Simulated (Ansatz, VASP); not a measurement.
**Y3AlN4: VASP beside Ansatz**

```
CELL_PARAMETERS angstrom
-2.51991 2.51991 5.03982
2.51991 -2.51991 5.03982
2.51991 2.51991 -5.03982
ATOMIC_POSITIONS crystal
Y 0.75000 0.25000 0.50000
Y 0.25000 0.75000 0.50000
Y 0.50000 0.50000 0.00000
Al 0.00000 0.00000 0.00000
N 0.50000 0.00000 0.50000
N 0.00000 0.50000 0.50000
N 0.25000 0.25000 0.00000
N 0.75000 0.75000 0.00000
```

Alike in both runs: task single point; functional PBE; k mesh 6 × 6 × 6; occupations gaussian, width 0.1 eV; no spin polarisation.

|  | VASP | Ansatz |
| --- | --- | --- |
| version | VASP 6.6.1 | Ansatz 0.2.0 |
| potentials or method | VASP PAW PBE potentials, release 64 (Y_sv, Al, N), cutoff 520 eV | scalar-relativistic, plane waves, PAW |
| valence electrons in the cell | 56 | 56 |

|  | VASP | Ansatz | Ansatz less VASP |
| --- | --- | --- | --- |
| gap on the k mesh at the Fermi level (eV) | 0.38 | 0.39 | +0.004 |
| least direct gap on the mesh (eV) | 0.38 | 0.39 | +0.004 |
| pressure (GPa) | -18.8 | -18.7 | +0.08 |
| traceless stress, the component that is largest in VASP (GPa) | -1.07 | -1.08 | -0.003 |
| rms of the force components (eV/Å) | 0.089 | 0.090 | +0.0007 |

Atom by atom the forces differ by 0.001 eV/Å (rms over components).
